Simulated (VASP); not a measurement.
Mg3Te2O: single point with PBE

Crystal: Mg3Te2O.

```xyz
6
Lattice="5.5978 0.0000 0.0000 -2.7989 4.8478 0.0000 0.0000 0.0000 5.3465" Properties=species:S:1:pos:R:3 pbc="T T T"
Mg    2.7989    0.0000    0.0000
Mg   -1.3994    2.4239    0.0000
Mg    1.3994    2.4239    0.0000
Te    0.0000    3.2319    2.6733
Te    2.7989    1.6159    2.6733
O     0.0000    0.0000    0.0000
```

The cell was built from a structure type or drawn by symmetry, and may not be a known phase.

| Quantity | Value |
| --- | --- |
| Program | VASP 6.6.1 |
| Task | single point |
| Functional | PBE |
| Potentials or basis | VASP PAW PBE potentials, release 64 (Mg, Te, O) |
| Cutoff | 520 eV |
| k mesh | 6 × 6 × 4 |
| Occupations | gaussian, width 0.1 eV |
| Spin | no spin polarisation |

- Pressure: -0.1 GPa
- Band gap on the k mesh: zero (bands 12 and 13 overlap by 1.63 eV)

Stress tensor (GPa, compression positive):
```
-0.25  0.00  0.00
 0.00 -0.25  0.00
 0.00  0.00  0.09
```

Levels at points of the mesh, in eV from the Fermi level:
```tsv
k point	band 9	band 10	band 11	band 12	band 13	band 14	band 15	band 16
(0.00, 0.00, 0.00)	-2.46	-2.00	-0.62	-0.15	-0.15	0.10	3.31	3.31
(0.50, 0.00, 0.00)	-1.98	-1.51	-0.85	-0.57	-0.17	0.78	2.85	3.05
(0.00, 0.00, 0.50)	-2.22	-0.95	-0.51	-0.51	0.97	0.97	1.38	3.43
(0.50, 0.00, 0.50)	-1.56	-0.64	-0.22	0.98	0.99	1.60	2.48	2.98
```

Run time: 58 s on 1 thread of Intel(R) Xeon(R) Platinum 8375C CPU @ 2.90GHz (Ice Lake) (shared host), peak memory 0.27 GiB.

Caveat: spin-orbit coupling is left out, which moves the levels of the heavy elements.
